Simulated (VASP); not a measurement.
# AlN (Fm-3m) in VASP: single point with PBE

Aim: the single point of AlN with PBE.

Program: VASP 6.6.1. These are calculated values, not measurements. Logs are shortened: lines on timing, memory, paths and dates and some standing lists are left out, and cuts for length are marked.

## 1. The cell of the first run

It takes space group Fm-3m (No. 225, cubic). The conventional cell has a = 4.071 Å, b = 4.071 Å, c = 4.071 Å, α = 90.00°, β = 90.00°, γ = 90.00°. Within 2.7 Å of Al (site symmetry m-3m) lie 6 N at 2.04 Å. Within 2.7 Å of N (site symmetry m-3m) lie 6 Al at 2.04 Å.

## 2. Single point, PBE

INCAR reads:

```
SYSTEM = AlN
PREC = Accurate
ENCUT = 520
EDIFF = 1E-7
ISMEAR = 0
SIGMA = 0.05
LREAL = .FALSE.
LASPH = .TRUE.
NELM = 100
ALGO = Normal
ISIF = 2
LWAVE = .FALSE.
LCHARG = .FALSE.
GGA = PE
NBANDS = 16
```

KPOINTS reads:

```
Automatic mesh
0
G
  8 8 6
  0 0 0
```

POSCAR reads:

```
AlN
1.0
    0.0000000000     -2.0353166207     -2.0353166207
    0.0000000000      2.0353166207     -2.0353166207
    4.0706332413      0.0000000000      0.0000000000
Al N
2 2
Direct
    0.5000000000      0.5000000000      0.0000000000
    0.0000000000      0.0000000000      0.5000000000
    0.5000000000      0.5000000000      0.5000000000
    0.0000000000      1.0000000000      0.0000000000
```

Potentials or basis: VASP PAW PBE potentials, release 64 (Al, N).

Run with:

```bash
cat potpaw_PBE.64/Al/POTCAR potpaw_PBE.64/N/POTCAR > POTCAR
mpirun -np 1 vasp_std > vasp.out
```

OUTCAR:

```text
SYSTEM = AlN
   PREC = Accurate
   ENCUT = 520
   EDIFF = 1E-7
   ISMEAR = 0
   LREAL = .FALSE.
   LASPH = .TRUE.
   NELM = 100
   ISIF = 2
   GGA = PE

 ion  position               nearest neighbor table
   1  0.500  0.500  0.000-   3 2.04   3 2.04   4 2.04   4 2.04   4 2.04   4 2.04   2 2.88   2 2.88
                             2 2.88   2 2.88   2 2.88   2 2.88   2 2.88   2 2.88
   2  0.000  0.000  0.500-   4 2.04   4 2.04   3 2.04   3 2.04   3 2.04   3 2.04   1 2.88   1 2.88
                             1 2.88   1 2.88   1 2.88   1 2.88   1 2.88   1 2.88
   3  0.500  0.500  0.500-   1 2.04   1 2.04   2 2.04   2 2.04   2 2.04   2 2.04
   4  0.000  0.000  0.000-   2 2.04   2 2.04   1 2.04   1 2.04   1 2.04   1 2.04

  LATTYP: Found a simple tetragonal cell.
 ALAT       =     2.8783723687
 C/A-ratio  =     1.4142135623

  Lattice vectors:

 A1 = (   0.0000000000,  -2.0353166207,  -2.0353166207)
 A2 = (   0.0000000000,   2.0353166207,  -2.0353166207)
 A3 = (   4.0706332413,   0.0000000000,   0.0000000000)

Analysis of symmetry for initial positions (statically):
=====================================================================
 Subroutine PRICEL returns following result:

  LATTYP: Found a face centered cubic cell.
 ALAT       =     4.0706332414

  Lattice vectors:

 A1 = (  -2.0353166206,   0.0000000000,   2.0353166207)
 A2 = (  -2.0353166207,  -2.0353166207,   0.0000000000)
 A3 = (   0.0000000000,  -2.0353166207,   2.0353166207)

   2 primitive cells build up your supercell.

 Routine SETGRP: Setting up the symmetry group for a
 simple tetragonal supercell.

 Subroutine GETGRP returns: Found 16 space group operations
 (whereof 16 operations were pure point group operations)
 out of a pool of 16 trial point group operations.

The static configuration has the point symmetry D_4h.

Analysis of symmetry for dynamics (positions and initial velocities):
=====================================================================
 Subroutine PRICEL returns following result:

  LATTYP: Found a face centered cubic cell.
 ALAT       =     4.0706332414

  Lattice vectors:

 A1 = (  -2.0353166206,   0.0000000000,   2.0353166207)
 A2 = (  -2.0353166207,  -2.0353166207,   0.0000000000)
 A3 = (   0.0000000000,  -2.0353166207,   2.0353166207)

   2 primitive cells build up your supercell.

 Routine SETGRP: Setting up the symmetry group for a
 simple tetragonal supercell.

 Subroutine GETGRP returns: Found 16 space group operations
 (whereof 16 operations were pure point group operations)
 out of a pool of 16 trial point group operations.

The dynamic configuration has the point symmetry D_4h.

 Subroutine INISYM returns: Found 16 space group operations
 (whereof 16 operations are pure point group operations),
 and found     2 'primitive' translations

----------------------------------------------------------------------------------------

                                     Primitive cell

  volume of cell :      16.8627

  direct lattice vectors                    reciprocal lattice vectors
    -2.035316621  0.000000000  2.035316621    -0.245662024  0.245662024  0.245662024
    -2.035316621 -2.035316621  0.000000000    -0.245662024 -0.245662024 -0.245662024
     0.000000000 -2.035316621  2.035316621     0.245662024 -0.245662024  0.245662024

  length of vectors
     2.878372369  2.878372369  2.878372369     0.425499107  0.425499107  0.425499107

  position of ions in fractional coordinates (direct lattice)
     0.500000000  0.500000000  0.500000000
     0.000000000  1.000000000  0.000000000

  ion indices of the primitive-cell ions
   primitive index   ion index
                 1           1
                 2           3

----------------------------------------------------------------------------------------

 KPOINTS: Automatic mesh

Automatic generation of k-mesh.
 Grid dimensions read from file:
 generate k-points for:    8    8    6

 Generating k-lattice:

  Cartesian coordinates                     Fractional coordinates (reciprocal lattice)
     0.000000000 -0.030707753 -0.030707753     0.125000000  0.000000000  0.000000000
     0.000000000  0.030707753 -0.030707753     0.000000000  0.125000000  0.000000000
     0.040943671  0.000000000  0.000000000     0.000000000  0.000000000  0.166666667

  Length of vectors
     0.043427321  0.043427321  0.040943671

  Shift w.r.t. Gamma in fractional coordinates (k-lattice)
     0.000000000  0.000000000  0.000000000

 Subroutine IBZKPT returns following result:
 ===========================================

 Found     60 irreducible k-points:

 Following reciprocal coordinates:
            Coordinates               Weight
  0.000000  0.000000  0.000000      1.000000
  0.125000  0.000000  0.000000      4.000000
  0.250000  0.000000  0.000000      4.000000
  0.375000  0.000000  0.000000      4.000000
  0.500000  0.000000  0.000000      2.000000
  0.125000  0.125000  0.000000      4.000000
[... 16 lines left out ...]
  0.375000  0.125000  0.166667     16.000000
  0.500000  0.125000  0.166667      8.000000
 [... further k-points ...]
   k-points           NKPTS =     60   k-points in BZ     NKDIM =     60   number of bands    NBANDS=     16
   number of dos      NEDOS =    301   number of ions     NIONS =      4
   total plane-waves  NPLWV =  17280
   dimension x,y,z NGX =    24 NGY =   24 NGZ =   30
   dimension x,y,z NGXF=    48 NGYF=   48 NGZF=   60
   ions per type =               2   2
   NGX,Y,Z   is equivalent  to a cutoff of  13.86, 13.86, 12.25 a.u.
   NGXF,Y,Z  is equivalent  to a cutoff of  27.72, 27.72, 24.50 a.u.
 SYSTEM =  AlN
   PREC   = accura    normal or accurate (medium, high low for compatibility)
   ISTART =      0    job   : 0-new  1-cont  2-samecut
   ICHARG =      2    charge: 1-file 2-atom 10-const
   ISPIN  =      1    spin polarized calculation?
   LNONCOLLINEAR =      F non collinear calculations
   LSORBIT =      F    spin-orbit coupling
   LASPH  =      T    aspherical Exc in radial PAW
   ENCUT  =  520.0 eV  38.22 Ry    6.18 a.u.   5.35  5.35  7.57*2*pi/ulx,y,z
   NELM   =    100;   NELMIN=  2; NELMDL= -5     # of ELM steps
   EDIFF  = 0.1E-06   stopping-criterion for ELM
   LREAL  =      F    real-space projection
   EDIFFG = 0.1E-05   stopping-criterion for IOM
   NSW    =      0    number of steps for IOM
   IBRION =     -1    ionic relax: 0-MD 1-quasi-New 2-CG
   NFREE  =      0    steps in history (QN), initial steepest desc. (CG)
   ISIF   =      2    stress and relaxation
   ISYM   =      2    0-nonsym 1-usesym 2-fastsym
   POTIM  = 0.5000    time-step for ionic-motion
   TEBEG  =    0.0;   TEEND  =   0.0 temperature during run
   PSTRESS=    0.0 pullay stress
   NELECT =      16.0000    total number of electrons
   NUPDOWN=      -1.0000    fix difference up-down
   EMIN   =  10.00;   EMAX   =-10.00  energy-range for DOS
   EFERMI =   0.00;   METHOD = LEGACY
   ISMEAR =     0;   SIGMA  =   0.05  broadening in eV -4-tet -1-fermi 0-gaus
   EFERMI_NEDOS =   21; number of points for ismear=-14 and -15
   IALGO  =     38    algorithm
   IMIX   =      4    mixing-type and parameters
     AMIX     =   0.40;   BMIX     =  1.00
     AMIX_MAG =   1.60;   BMIX_MAG =  1.00
  volume/ion in A,a.u.               =       8.43        56.90
  Fermi-wavevector in a.u.,A,eV,Ry     =   1.276820  2.412839 22.181144  1.630268
  Thomas-Fermi vector in A             =   2.409454
   LORBIT       =      0    0 simple, 1 ext, 2 COOP (PROOUT), +10 PAW based schemes
   GGA     = PE    functional components
   LHFCALC =     F    Hartree Fock is set to
   AEXX    =    0.0000 exact exchange contribution
   IVDW    =     0    specifies the selected vdW correction
   LEPSILON=     F    determine dielectric tensor
   LRPA    =     F    only Hartree local field effects (RPA)
 non-spin polarized calculation
 Gauss-broadening in eV      SIGMA  =   0.05
  energy-cutoff  :      520.00
  volume of cell :       33.73
 maximum number of plane-waves:       928
 NGX is ok and might be reduce to    24
   NGX = 11   NGY = 11   NGZ = 15

 number of electron      15.9999995 magnetization

 Free energy of the ion-electron system (eV)
  ---------------------------------------------------
  ext. energy  EPLUGINS =         0.00000000
  ---------------------------------------------------
  free energy    TOTEN  =       -29.09161481 eV

  energy without entropy =      -29.09161481  energy(sigma->0) =      -29.09161481

 E-fermi :   9.9947     XC(G=0): -12.1909

 val. band max:        9.7027404344   @ k =   0.0000   0.0000   0.0000
 cond. band min:      14.1153240361   @ k =   0.5000   0.5000   0.0000
 fundamental gap:      4.4125836017
 Fermi energy:         9.9946964336

 k-point     1 :       0.0000    0.0000    0.0000
  band No.  band energies     occupation
      1      -7.6673      2.00000
      2      -3.5341      2.00000
      3       2.4572      2.00000
      4       6.9573      2.00000
      5       6.9573      2.00000
      6       9.7027      2.00000
[... 8 lines left out ...]
     15      23.5060      0.00000
     16      26.6348      0.00000

 k-point     2 :       0.1250    0.0000    0.0000
  band No.  band energies     occupation
      1      -7.4578      2.00000
      2      -3.4985      2.00000
      3       2.6714      2.00000
      4       5.9537      2.00000
      5       7.0868      2.00000
      6       8.7423      2.00000
[... 8 lines left out ...]
     15      23.1736      0.00000
     16      25.0734      0.00000

 k-point     3 :       0.2500    0.0000    0.0000
  band No.  band energies     occupation
      1      -6.8489      2.00000
      2      -3.5151      2.00000
      3       3.3041      2.00000
      4       4.3344      2.00000
      5       6.8889      2.00000
      6       7.4556      2.00000
[... 8 lines left out ...]
     15      22.9125      0.00000
     16      23.1549      0.00000

 k-point     4 :       0.3750    0.0000    0.0000
  band No.  band energies     occupation
      1      -5.9118      2.00000
      2      -3.9106      2.00000
      3       3.4882      2.00000
      4       4.3215      2.00000
      5       5.1051      2.00000
      6       7.1254      2.00000
[... 8 lines left out ...]
     15      22.1324      0.00000
     16      22.7948      0.00000

 k-point     5 :       0.5000    0.0000    0.0000
  band No.  band energies     occupation
      1      -4.8188      2.00000
      2      -4.8188      2.00000
      3       3.8363      2.00000
      4       3.8363      2.00000
      5       5.6470      2.00000
      6       5.6470      2.00000
[... 8 lines left out ...]
     15      22.0492      0.00000
     16      22.0492      0.00000

 k-point     6 :       0.1250    0.1250    0.0000
  band No.  band energies     occupation
      1      -7.2511      2.00000
      2      -3.4589      2.00000
      3       2.8836      2.00000
      4       5.8615      2.00000
      5       6.3529      2.00000
      6       8.3333      2.00000
[... 8 lines left out ...]
     15      22.7783      0.00000
     16      23.1006      0.00000
[... 267 lines left out ...]
 k-point    21 :       0.1250    0.1250    0.1667
  band No.  band energies     occupation
      1      -7.0707      2.00000
      2      -3.8527      2.00000
      3       3.2049      2.00000
      4       6.0207      2.00000
      5       6.6900      2.00000
      6       7.5116      2.00000
[... 8 lines left out ...]
     15      22.6827      0.00000
     16      23.5276      0.00000

 k-point    22 :       0.2500    0.1250    0.1667
  band No.  band energies     occupation
      1      -6.4817      2.00000
      2      -3.7286      2.00000
      3       3.2001      2.00000
      4       5.1044      2.00000
      5       5.9984      2.00000
      6       6.9389      2.00000
[... 8 lines left out ...]
     15      22.8672      0.00000
     16      23.2502      0.00000

 k-point    23 :       0.3750    0.1250    0.1667
  band No.  band energies     occupation
      1      -5.5899      2.00000
      2      -3.8894      2.00000
      3       2.7590      2.00000
      4       4.2962      2.00000
      5       5.4841      2.00000
      6       7.4990      2.00000
[... 8 lines left out ...]
     15      22.5931      0.00000
     16      22.6509      0.00000

 k-point    24 :       0.5000    0.1250    0.1667
  band No.  band energies     occupation
      1      -4.5977      2.00000
      2      -4.5977      2.00000
      3       3.0739      2.00000
      4       3.0739      2.00000
      5       6.5654      2.00000
      6       6.5654      2.00000
[... 8 lines left out ...]
     15      22.5357      0.00000
     16      22.5357      0.00000

 [... further k-points ...]
[... 5 lines left out ...]
  --------------------------------------------------------------------------------------
  -------------------------------------------------------------------------------------
  Total       -0.0597258     -0.0579511     -0.0579511      0.0000000      0.0000000     -0.0000000
  in kB       -2.8373745     -2.7530642     -2.7530642      0.0000000      0.0000000     -0.0000000
  external PRESSURE =      -2.7811676 kB  Pullay stress =       0.0000000 kB

 VOLUME and BASIS-vectors are now :
 -----------------------------------------------------------------------------
  energy-cutoff  :      520.00
  volume of cell :       33.73
      direct lattice vectors                 reciprocal lattice vectors
     0.000000000 -2.035316621 -2.035316621     0.000000000 -0.245662024 -0.245662024
     0.000000000  2.035316621 -2.035316621     0.000000000  0.245662024 -0.245662024
     4.070633241  0.000000000  0.000000000     0.245662024  0.000000000  0.000000000

 POSITION                                       TOTAL-FORCE (eV/Angst)
 -----------------------------------------------------------------------------------
      0.00000      0.00000     -2.03532        -0.000000      0.000000     -0.000000
      2.03532      0.00000      0.00000         0.000000      0.000000      0.000000
      2.03532      0.00000     -2.03532        -0.000000     -0.000000     -0.000000
      0.00000      0.00000      0.00000         0.000000      0.000000     -0.000000
 -----------------------------------------------------------------------------------
    total drift:                               -0.000000      0.000000     -0.000000

  FREE ENERGIE OF THE ION-ELECTRON SYSTEM (eV)
  ---------------------------------------------------
  free  energy   TOTEN  =       -29.0916148083 eV

  energy  without entropy=      -29.0916148083  energy(sigma->0) =      -29.09161481
```

It took 19 s on 1 thread of Intel Xeon Platinum 8259CL at 2.50GHz (Skylake/Cascade Lake), shared host; peak memory 0.15 GiB.

Results:

| Property | Result |
| --- | --- |
| Free energy | -29.0916 eV |
| Pressure | -0.3 GPa |
| Band gap on the k mesh | 4.41 eV |
